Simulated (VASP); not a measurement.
**Sn8O15 (a cell with a defect): single point with PBE**

Sn8O15 (a cell with a defect):

```
Sn O
1.0
     4.82652   -4.82837    0.00000
     4.82652    4.82837    0.00000
    -4.82652    0.00000    6.47633
Sn O
8 15
Direct
  0.12194 0.61357 0.24447
  0.37415 0.87785 0.74890
  0.62503 0.12877 0.25064
  0.87731 0.36842 0.75520
  0.99958 0.99914 0.99975
  0.24980 0.24785 0.50018
  0.49958 0.50216 0.99972
  0.74937 0.74722 0.49934
  0.25216 0.55714 0.50510
  0.49950 0.80845 0.99978
  0.74673 0.05151 0.49422
  0.43103 0.61823 0.24817
  0.68141 0.88614 0.75021
  0.93098 0.13573 0.24931
  0.18264 0.36994 0.75130
  0.81657 0.61845 0.24818
  0.06820 0.88634 0.75021
  0.31774 0.13593 0.24930
  0.56808 0.37016 0.75129
  0.99971 0.69763 0.99980
  0.24588 0.93708 0.49219
  0.49969 0.19454 0.99974
  0.75355 0.44454 0.50749
```

```yaml
Program: VASP 6.6.1
Task: single point
Functional: PBE
Potentials_or_basis: VASP PAW PBE potentials, release 64 (Sn_d, O)
Cutoff: 520 eV
k_mesh: 3 × 3 × 3
Occupations: gaussian, width 0.01 eV
Spin: no spin polarisation
Dipole_correction: no
Further_INCAR_settings: LREAL = Auto; ALGO = Normal; EDIFF = 1e-06; NBANDS = 118
```

| Property | Result |
| --- | --- |
| Pressure | 1.3 GPa |
| Largest force | 0.058 eV/Å |
| Band gap on the k mesh | 1.06 eV |

Forces in eV/Å, atoms in the order of the input:
```
Sn  -0.013 -0.019 -0.040
Sn  -0.001  0.009  0.006
Sn  -0.007  0.001 -0.005
Sn  -0.019 -0.011  0.045
Sn   0.039  0.043 -0.001
Sn  -0.005 -0.010 -0.002
Sn   0.003  0.003  0.003
Sn   0.001 -0.007  0.002
O   -0.007 -0.008 -0.003
O   -0.009 -0.010 -0.002
O   -0.010 -0.009  0.005
O   -0.018  0.020  0.001
O   -0.007  0.013 -0.006
O   -0.009  0.015  0.006
O   -0.020  0.019  0.000
O    0.016 -0.019 -0.001
O    0.016 -0.009 -0.006
O    0.014 -0.009  0.005
O    0.020 -0.022  0.000
O   -0.014 -0.013 -0.004
O    0.010  0.007 -0.010
O    0.011  0.012  0.000
O    0.007  0.007  0.008
```

Stress tensor (GPa, compression positive):
```
 1.60 -1.59  0.01
-1.59  1.57  0.01
 0.01  0.01  0.80
```

Levels at points of the mesh, in eV from the valence-band top:
| k point | band 97 | band 98 | band 99 | band 100 | band 101 | band 102 | band 103 | band 104 | band 105 | band 106 |
| --- | --- | --- | --- | --- | --- | --- | --- | --- | --- | --- |
| (0.00, 0.00, 0.00) | -1.97 | -1.92 | -1.92 | -1.69 | -1.29 | 1.53 | 1.93 | 2.15 | 3.32 | 3.89 |

Run time: 15 min on 1 thread of Intel(R) Xeon(R) Platinum 8488C (Sapphire Rapids), on a shared host, peak memory 0.59 GiB.

Caveat: spin-orbit coupling is left out, which moves the levels of the heavy elements.
